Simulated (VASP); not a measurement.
# Si4O7 (a cell with a defect) in VASP: further runs

Si4O7 (a cell with a defect) is run at these levels: LDA; tasks: single point.

Everything below comes from runs of VASP 6.6.1. Logs are shortened: lines on timing, memory, paths and dates and some standing lists are left out, and cuts for length are marked.

## 1. The cell of the first run

The cell holds a defect, 11 atoms: a = 4.934 Å, b = 4.934 Å, c = 4.934 Å, α = 106.91°, β = 106.91°, γ = 114.72°.

## 2. Single point, LDA (atom 9 moved 0.250 of the way to it and -0.250 Å across, host rigid)

Contents of INCAR:

```
SYSTEM = Si4O7
PREC = Accurate
ENCUT = 520
EDIFF = 1E-6
ISMEAR = 0
SIGMA = 0.05
LREAL = .FALSE.
LASPH = .TRUE.
NELM = 100
ALGO = Normal
ISIF = 2
LWAVE = .FALSE.
LCHARG = .FALSE.
NBANDS = 40
```

Contents of KPOINTS:

```
regular mesh
0
G
  6 6 6
  0 0 0
```

Contents of POSCAR:

```
Si4O7
1.0
    0.0000000000      4.1548619959     -2.6614337333
    0.0000000000     -4.1548619959     -2.6614337333
   -4.1548619959      0.0000000000      2.6614337333
Si O
4 7
Direct
    0.2500000000      0.7500000000      0.5000000000
    0.7500000000      0.2500000000      0.5000000000
    0.0000000000      0.0000000000      1.0000000000
    0.5000000000      0.5000000000      1.0000000000
    1.0000000000      0.3055647994      0.3055647994
    0.5555647994      0.7500000000      0.8055647994
    0.0555647994      0.2500000000      0.8055647994
    0.0000000000      0.6944352006      0.6944352006
    0.4574530525      0.0972176003      0.5546706528
    0.9444352006      0.7500000000      0.1944352006
    0.4444352006      0.2500000000      0.1944352006
```

Potentials or basis: VASP PAW LDA potentials, release 64 (Si, O).

Started as:

```console
> cat potpaw_LDA.64/Si/POTCAR potpaw_LDA.64/O/POTCAR > POTCAR
> mpirun -np 1 vasp_std > vasp.out
```

OUTCAR:

```text
SYSTEM = Si4O7
   PREC = Accurate
   ENCUT = 520
   EDIFF = 1E-6
   ISMEAR = 0
   LREAL = .FALSE.
   LASPH = .TRUE.
   NELM = 100
   ISIF = 2

 ion  position               nearest neighbor table
   1  0.250  0.750  0.500-   9 1.47   8 1.75   5 1.75   6 1.80  10 1.80   2 2.66   2 2.66
   2  0.750  0.250  0.500-   9 1.47   8 1.75   5 1.75   7 1.80  11 1.80   1 2.66   1 2.66
   3  0.000  0.000  0.000-   6 1.75   7 1.75  10 1.75  11 1.75   5 1.80   8 1.80   4 2.66   4 2.66

   4  0.500  0.500  0.000-   6 1.75   7 1.75  10 1.75  11 1.75   9 2.38   3 2.66   3 2.66
   5  0.000  0.306  0.306-   1 1.75   2 1.75   3 1.80
   6  0.556  0.750  0.806-   3 1.75   4 1.75   1 1.80
   7  0.056  0.250  0.806-   3 1.75   4 1.75   2 1.80
   8  0.000  0.694  0.694-   1 1.75   2 1.75   3 1.80
   9  0.457  0.097  0.555-   1 1.47   2 1.47   4 2.38
  10  0.944  0.750  0.194-   3 1.75   4 1.75   1 1.80
  11  0.444  0.250  0.194-   3 1.75   4 1.75   2 1.80

  LATTYP: Found a body centered tetragonal cell.
 ALAT       =     5.8758621844
 C/A-ratio  =     0.9058870511

  Lattice vectors:

 A1 = (   0.0000000000,   4.1548619959,  -2.6614337333)
 A2 = (   0.0000000000,  -4.1548619959,  -2.6614337333)
 A3 = (  -4.1548619959,   0.0000000000,   2.6614337333)

Analysis of symmetry for initial positions (statically):
=====================================================================
 Subroutine PRICEL returns:
 Original cell was already a primitive cell.

 Routine SETGRP: Setting up the symmetry group for a
 body centered tetragonal supercell.

 Subroutine GETGRP returns: Found  2 space group operations
 (whereof  2 operations were pure point group operations)
 out of a pool of 16 trial point group operations.

The static configuration has the point symmetry C_1h.

Analysis of symmetry for dynamics (positions and initial velocities):
=====================================================================
 Subroutine PRICEL returns:
 Original cell was already a primitive cell.

 Routine SETGRP: Setting up the symmetry group for a
 body centered tetragonal supercell.

 Subroutine GETGRP returns: Found  2 space group operations
 (whereof  2 operations were pure point group operations)
 out of a pool of 16 trial point group operations.

The dynamic configuration has the point symmetry C_1h.

 Subroutine INISYM returns: Found  2 space group operations
 (whereof  2 operations are pure point group operations),
 and found     1 'primitive' translations

----------------------------------------------------------------------------------------

                                     Primitive cell

  volume of cell :      91.8880

  direct lattice vectors                    reciprocal lattice vectors
     0.000000000  4.154861996 -2.661433733    -0.120340940  0.120340940 -0.187868664
     0.000000000 -4.154861996 -2.661433733    -0.120340940 -0.120340940 -0.187868664
    -4.154861996  0.000000000  2.661433733    -0.240681881  0.000000000  0.000000000

  length of vectors
     4.934177512  4.934177512  4.934177512     0.253492641  0.253492641  0.240681881

  position of ions in fractional coordinates (direct lattice)
     0.250000000  0.750000000  0.500000000
     0.750000000  0.250000000  0.500000000
     0.000000000  0.000000000  0.000000000
     0.500000000  0.500000000  0.000000000
     0.000000000  0.305564799  0.305564799
     0.555564799  0.750000000  0.805564799
     0.055564799  0.250000000  0.805564799
     0.000000000  0.694435201  0.694435201
     0.457453053  0.097217600  0.554670653
     0.944435201  0.750000000  0.194435201
     0.444435201  0.250000000  0.194435201

  ion indices of the primitive-cell ions
   primitive index   ion index
                 1           1
                 2           2
                 3           3
                 4           4
                 5           5
                 6           6
                 7           7
                 8           8
                 9           9
                10          10
                11          11

----------------------------------------------------------------------------------------

 KPOINTS: regular mesh

Automatic generation of k-mesh.
 Grid dimensions read from file:
 generate k-points for:    6    6    6

 Generating k-lattice:

  Cartesian coordinates                     Fractional coordinates (reciprocal lattice)
    -0.020056823  0.020056823 -0.031311444     0.166666667 -0.000000000  0.000000000
    -0.020056823 -0.020056823 -0.031311444    -0.000000000  0.166666667  0.000000000
    -0.040113647  0.000000000  0.000000000     0.000000000  0.000000000  0.166666667

  Length of vectors
     0.042248773  0.042248773  0.040113647

  Shift w.r.t. Gamma in fractional coordinates (k-lattice)
     0.000000000  0.000000000  0.000000000

 Subroutine IBZKPT returns following result:
 ===========================================

 Found     68 irreducible k-points:

 Following reciprocal coordinates:
            Coordinates               Weight
  0.000000  0.000000  0.000000      1.000000
  0.166667  0.000000 -0.000000      4.000000
  0.166667  0.000000 -0.166667      4.000000
  0.333333  0.000000 -0.000000      4.000000
  0.333333  0.000000 -0.333333      4.000000
  0.500000  0.000000 -0.000000      2.000000
[... 16 lines left out ...]
  0.000000  0.000000  0.166667      2.000000
  0.333333  0.333333 -0.000000      4.000000
 [... further k-points ...]
   k-points           NKPTS =     68   k-points in BZ     NKDIM =     68   number of bands    NBANDS=     40
   number of dos      NEDOS =    301   number of ions     NIONS =     11
   total plane-waves  NPLWV =  64000
   dimension x,y,z NGX =    40 NGY =   40 NGZ =   40
   dimension x,y,z NGXF=    80 NGYF=   80 NGZF=   80
   ions per type =               4   7
   NGX,Y,Z   is equivalent  to a cutoff of  13.48, 13.48, 13.48 a.u.
   NGXF,Y,Z  is equivalent  to a cutoff of  26.95, 26.95, 26.95 a.u.
 SYSTEM =  Si4O7
   PREC   = accura    normal or accurate (medium, high low for compatibility)
   ISTART =      0    job   : 0-new  1-cont  2-samecut
   ICHARG =      2    charge: 1-file 2-atom 10-const
   ISPIN  =      1    spin polarized calculation?
   LNONCOLLINEAR =      F non collinear calculations
   LSORBIT =      F    spin-orbit coupling
   LASPH  =      T    aspherical Exc in radial PAW
   ENCUT  =  520.0 eV  38.22 Ry    6.18 a.u.   9.17  9.17  9.17*2*pi/ulx,y,z
   NELM   =    100;   NELMIN=  2; NELMDL= -5     # of ELM steps
   EDIFF  = 0.1E-05   stopping-criterion for ELM
   LREAL  =      F    real-space projection
   EDIFFG = 0.1E-04   stopping-criterion for IOM
   NSW    =      0    number of steps for IOM
   IBRION =     -1    ionic relax: 0-MD 1-quasi-New 2-CG
   NFREE  =      0    steps in history (QN), initial steepest desc. (CG)
   ISIF   =      2    stress and relaxation
   ISYM   =      2    0-nonsym 1-usesym 2-fastsym
   POTIM  = 0.5000    time-step for ionic-motion
   TEBEG  =    0.0;   TEEND  =   0.0 temperature during run
   PSTRESS=    0.0 pullay stress
   NELECT =      58.0000    total number of electrons
   NUPDOWN=      -1.0000    fix difference up-down
   EMIN   =  10.00;   EMAX   =-10.00  energy-range for DOS
   EFERMI =   0.00;   METHOD = LEGACY
   ISMEAR =     0;   SIGMA  =   0.05  broadening in eV -4-tet -1-fermi 0-gaus
   EFERMI_NEDOS =   21; number of points for ismear=-14 and -15
   IALGO  =     38    algorithm
   IMIX   =      4    mixing-type and parameters
     AMIX     =   0.40;   BMIX     =  1.00
     AMIX_MAG =   1.60;   BMIX_MAG =  1.00
  volume/ion in A,a.u.               =       8.35        56.37
  Fermi-wavevector in a.u.,A,eV,Ry     =   1.404315  2.653771 26.832059  1.972101
  Thomas-Fermi vector in A             =   2.526889
   LORBIT       =      0    0 simple, 1 ext, 2 COOP (PROOUT), +10 PAW based schemes
   GGA     = CA    functional components
   LHFCALC =     F    Hartree Fock is set to
   AEXX    =    0.0000 exact exchange contribution
   IVDW    =     0    specifies the selected vdW correction
   LEPSILON=     F    determine dielectric tensor
   LRPA    =     F    only Hartree local field effects (RPA)
 non-spin polarized calculation
 Gauss-broadening in eV      SIGMA  =   0.05
  energy-cutoff  :      520.00
  volume of cell :       91.89
 maximum number of plane-waves:      2502
 NGX is ok and might be reduce to    40
   NGX = 19   NGY = 19   NGZ = 19

 number of electron      58.0000007 magnetization

 Free energy of the ion-electron system (eV)
  ---------------------------------------------------
  ext. energy  EPLUGINS =         0.00000000
  ---------------------------------------------------
  free energy    TOTEN  =       -87.36545341 eV

  energy without entropy =      -87.36545341  energy(sigma->0) =      -87.36545341

 E-fermi :  11.2692     XC(G=0): -12.3554

 val. band max:       11.0338173996   @ k =  -0.3333  -0.3333   0.3333
 cond. band min:      12.1693160400   @ k =  -0.1667   0.1667   0.1667
 fundamental gap:      1.1354986404
 Fermi energy:        11.2691718985

 k-point     1 :       0.0000    0.0000    0.0000
  band No.  band energies     occupation
      1     -15.0760      2.00000
      2     -12.9532      2.00000
      3     -11.8527      2.00000
      4     -11.2954      2.00000
      5     -11.1372      2.00000
      6     -10.9044      2.00000
[... 32 lines left out ...]
     39      18.9915      0.00000
     40      19.5838      0.00000

 k-point     2 :       0.1667    0.0000   -0.0000
  band No.  band energies     occupation
      1     -14.9309      2.00000
      2     -13.0697      2.00000
      3     -11.9395      2.00000
      4     -11.6197      2.00000
      5     -10.9830      2.00000
      6     -10.7822      2.00000
[... 935 lines left out ...]
     39      19.3086      0.00000
     40      19.3648      0.00000

 k-point    24 :       0.3333    0.3333   -0.0000
  band No.  band energies     occupation
      1     -14.2533      2.00000
      2     -13.1957      2.00000
      3     -12.9205      2.00000
      4     -12.1047      2.00000
      5     -10.7727      2.00000
      6     -10.6653      2.00000
[... 32 lines left out ...]
     39      18.5963      0.00000
     40      19.1628      0.00000

 [... further k-points ...]
[... 5 lines left out ...]
  --------------------------------------------------------------------------------------
  -------------------------------------------------------------------------------------
  Total        4.4551777      5.3612841     23.2359078     -1.1550841      0.0000000      0.0000000
  in kB       77.6813473     93.4803967    405.1458246    -20.1402723      0.0000000      0.0000000
  external PRESSURE =     192.1025229 kB  Pullay stress =       0.0000000 kB

 VOLUME and BASIS-vectors are now :
 -----------------------------------------------------------------------------
  energy-cutoff  :      520.00
  volume of cell :       91.89
      direct lattice vectors                 reciprocal lattice vectors
     0.000000000  4.154861996 -2.661433733    -0.120340940  0.120340940 -0.187868664
     0.000000000 -4.154861996 -2.661433733    -0.120340940 -0.120340940 -0.187868664
    -4.154861996  0.000000000  2.661433733    -0.240681881  0.000000000  0.000000000

 POSITION                                       TOTAL-FORCE (eV/Angst)
 -----------------------------------------------------------------------------------
     -2.07743     -2.07743     -1.33072         3.231877      4.626221      6.911629
     -2.07743      2.07743     -1.33072         3.231877      4.626221     -6.911629
      0.00000      0.00000      0.00000        -0.345509     -0.019241      0.000000
      0.00000      0.00000     -2.66143        -3.346657     -3.114314      0.000000
     -1.26958     -1.26958      0.00000         0.140970      0.149384      0.000000
     -3.34701     -0.80785     -1.33072         1.049110     -0.009542     -0.521985
     -3.34701     -0.80785      1.33072         1.049110     -0.009542      0.521985
     -2.88528     -2.88528      0.00000        -0.149360     -0.130349      0.000000
     -2.30458      1.49673      0.00000        -8.937205     -6.849806     -0.000000
     -0.80785      0.80785     -3.99215         2.037894      0.365484      1.285918
     -0.80785      0.80785     -1.33072         2.037894      0.365484     -1.285918
 -----------------------------------------------------------------------------------
    total drift:                                0.001708      0.001557     -0.000001

  FREE ENERGIE OF THE ION-ELECTRON SYSTEM (eV)
  ---------------------------------------------------
  free  energy   TOTEN  =       -87.3654534051 eV

  energy  without entropy=      -87.3654534051  energy(sigma->0) =      -87.36545341
```

Wall time 4.1 min (1 thread of Intel Xeon 6975P-C, shared host); peak memory 0.3 GiB.

What came out:

```
Free energy            : -87.3655 eV
Pressure               : 19.2 GPa
Largest force          : 11.260 eV/Å
Band gap on the k mesh : 1.14 eV
```

Forces on the atoms (eV/Å):
```
Si   3.232  4.626  6.912
Si   3.232  4.626 -6.912
Si  -0.346 -0.019  0.000
Si  -3.347 -3.114  0.000
O    0.141  0.149  0.000
O    1.049 -0.010 -0.522
O    1.049 -0.010  0.522
O   -0.149 -0.130  0.000
O   -8.937 -6.850  0.000
O    2.038  0.365  1.286
O    2.038  0.365 -1.286
```

Stress tensor (GPa, compression positive):
```
 7.77 -2.01  0.00
-2.01  9.35  0.00
 0.00  0.00 40.51
```

Caveat: the cell differs from its parent crystal (atom 9 moved 0.250 of the way to it and -0.250 Å across, host rigid).

## 3. Single point, LDA (atom 9 moved 0.125 of the way to it and -0.375 Å across, host rigid)

Contents of INCAR:

```
PREC     = Accurate       # precision mode
ENCUT    = 520            # plane-wave cutoff, eV
EDIFF    = 1E-7           # SCF threshold, eV
ISMEAR   = 0              # smearing method
SIGMA    = 0.05           # smearing width, eV
LREAL    = F              # projectors in reciprocal space
LASPH    = T              # aspherical terms in the spheres
NELM     = 100            # most SCF steps
ALGO     = Normal         # electronic algorithm
ISIF     = 2              # what is computed and relaxed
LWAVE    = F              # write WAVECAR
LCHARG   = T              # write CHGCAR
LELF     = T              # ELF
LVHAR    = T            
NBANDS   = 40             # bands
```

Contents of KPOINTS:

```
Automatic mesh
0
Gamma
  6 6 6
```

POSCAR, as its differences from that of step 2:

```diff
@@ -16,3 +16,3 @@
     0.0000000000      0.6944352006      0.6944352006
-    0.4574530525      0.0972176003      0.5546706528
+    0.4361795787      0.1458264005      0.5820059792
     0.9444352006      0.7500000000      0.1944352006
```

Potentials or basis: VASP PAW LDA potentials, release 64 (Si, O).

Started as:

```console
> cat potpaw_LDA.64/Si/POTCAR potpaw_LDA.64/O/POTCAR > POTCAR
> mpirun -np 1 vasp_std > vasp.out
```

It took 5.1 min on 1 thread of Intel Xeon 6975P-C, shared host; peak memory 0.3 GiB.

The run converged. Its results:

| Item | Value |
| --- | --- |
| Free energy | -89.5865 eV |
| Pressure | 5.8 GPa |
| Largest force | 7.715 eV/Å |
| Band gap on the k mesh | 1.66 eV |

Forces in eV/Å, atoms in the order of the input:
```
Si   1.979  1.985  0.623
Si   1.979  1.985 -0.623
Si  -0.342 -0.011  0.000
Si  -1.487 -1.640  0.000
O    0.222  0.093  0.000
O    0.467 -0.437 -0.561
O    0.467 -0.437  0.561
O   -0.151 -0.117  0.000
O   -7.542 -1.623  0.000
O    2.202  0.100  1.605
O    2.202  0.100 -1.605
```

Stress tensor (GPa, compression positive):
```
 5.20 -3.06  0.00
-3.06  2.22  0.00
 0.00  0.00  9.86
```

Levels at points of the mesh, in eV from the valence-band top:
```csv
k point,band 25,band 26,band 27,band 28,band 29,band 30,band 31,band 32,band 33,band 34
"(0.00, 0.00, 0.00)",-4.52,-4.46,-3.87,-3.27,-2.41,2.95,3.53,3.84,3.89,5.18
"(0.50, 0.00, 0.00)",-4.92,-4.68,-4.39,-3.87,-0.36,2.57,3.96,4.04,5.16,6.19
"(0.50, 0.00, 0.50)",-5.39,-4.36,-4.07,-3.86,-0.51,1.66,3.61,4.94,5.88,6.25
"(0.50, 0.50, 0.00)",-5.10,-4.73,-4.36,-4.02,-0.99,2.37,4.37,4.95,5.17,5.50
"(0.00, 0.00, 0.50)",-5.36,-4.67,-4.55,-4.31,-0.76,2.29,4.25,4.58,5.30,5.50
"(0.50, 0.50, 0.50)",-5.51,-5.50,-5.45,-4.89,0.00,2.51,3.49,3.94,5.30,5.53
```

Caveat: the cell differs from its parent crystal (atom 9 moved 0.125 of the way to it and -0.375 Å across, host rigid).
